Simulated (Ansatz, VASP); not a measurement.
# Al in VASP and in Ansatz

```xyz
1
Lattice="-1.5912 1.5912 1.5912 1.5912 -1.5912 1.5912 1.5912 1.5912 -1.5912" Properties=species:S:1:pos:R:3 pbc="T T T"
Al    0.0000    0.0000    0.0000
```

Alike in both runs: task single point; functional PBE; k mesh 10 × 10 × 10; no spin polarisation.

|  | VASP | Ansatz |
| --- | --- | --- |
| version | VASP 6.6.1 | Ansatz 0.2.0 |
| potentials or method | VASP PAW PBE potentials, release 64 (Al), cutoff 500 eV | scalar-relativistic, plane waves, PAW |
| occupations | methfessel-paxton of order 1, width 0.19 eV | cold, width 0.19 eV |
| valence electrons in the cell | 3 | 3 |

Ansatz gave:

| Item | Value |
| --- | --- |
| gap on the k mesh at the Fermi level (eV) | none |
| pressure (GPa) | 4.4 |

**Question.** What did VASP give for the same quantities?

**Answer.** gap on the k mesh at the Fermi level (eV): none; pressure (GPa): 4.3.

A gap of «none» marks a metal or a gap that the smearing closes.
